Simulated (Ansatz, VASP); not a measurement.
One calculation of CdGeAs2, two programs

The input INCAR:

```
PREC = Accurate
ENCUT = 520
EDIFF = 1E-6
ISMEAR = -1
SIGMA = 0.05
LREAL = False
LASPH = True
NELM = 60
ALGO = Normal
ISIF = 2
LWAVE = False
LCHARG = False
GGA = PS
NBANDS = 46
```

The input KPOINTS:

```
regular mesh
0
Gamma
  6 6 6
```

File POSCAR:

```
CdGeAs2
1.0
   -3.0474948288      3.0474948288      5.7753895250
    3.0474948288     -3.0474948288      5.7753895250
    3.0474948288      3.0474948288     -5.7753895250
Cd As Ge
2 4 2
Direct
    0.5000000000      0.5000000000      0.0000000000
    0.2500000000      0.7500000000      0.5000000000
    0.0962175700      0.1250000000      0.4712175700
    0.3750000000      0.9037824300      0.0287824300
    0.6537824300      0.6250000000      0.5287824300
    0.8750000000      0.3462175700      0.9712175700
    0.7500000000      0.2500000000      0.5000000000
    0.0000000000      0.0000000000      0.0000000000
```

File input.yaml:

```yaml
crystal:
  lattice:
    - [-3.0474948288, 3.0474948288, 5.775389525]
    - [3.0474948288, -3.0474948288, 5.775389525]
    - [3.0474948288, 3.0474948288, -5.775389525]
  atoms:
    - { symbol: Cd, position: [0.5, 0.5, 0.0] }
    - { symbol: Cd, position: [0.25, 0.75, 0.5] }
    - { symbol: As, position: [0.09621757, 0.125, 0.47121757] }
    - { symbol: As, position: [0.375, 0.90378243, 0.02878243] }
    - { symbol: As, position: [0.65378243, 0.625, 0.52878243] }
    - { symbol: As, position: [0.875, 0.34621757, 0.97121757] }
    - { symbol: Ge, position: [0.75, 0.25, 0.5] }
    - { symbol: Ge, position: [0.0, 0.0, 0.0] }
kpoints:
  mp_grid: { grid: [6, 6, 6] }
scf:
  occupations: { method: fermi_dirac, width: 0.05 }
hamiltonian:
  xc: pbesol
  pseudopotentials: { kind: all_electron, lapw: { basis_error: 0.001 } }
output:
  forces: true
  stress: true
  eigenvalues: true
```

Change from the starting cell: volume scaled by 1.06.

Alike in both runs: task single point; functional PBEsol; k mesh 6 × 6 × 6; occupations fermi-dirac, width 0.05 eV; no spin polarisation.

```csv
,VASP,Ansatz
version,VASP 6.6.1,Ansatz 0.2.0
potentials or method,"VASP PAW PBE potentials, release 64 (Cd, As, Ge_d), cutoff 520 eV","all-electron LAPW, scalar-relativistic"
```

VASP gave:

| Property | Result |
| --- | --- |
| gap on the k mesh at the Fermi level (eV) | 0.17 |
| least direct gap on the mesh (eV) | 0.21 |
| pressure (GPa) | -3.5 |
| traceless stress, the component that is largest in VASP (GPa) | 0.14 |
| rms of the force components (eV/Å) | 0.044 |

Problem. Which values does Ansatz return?

Solution. gap on the k mesh at the Fermi level (eV): 0.17; least direct gap on the mesh (eV): 0.21; pressure (GPa): -3.6; traceless stress, the component that is largest in VASP (GPa): 0.14; rms of the force components (eV/Å): 0.046.

VASP's potentials were made for PBE, not for PBEsol. Atom by atom the forces differ by 0.002 eV/Å (rms over components). Ansatz ran all-electron here, and VASP with PAW potentials.
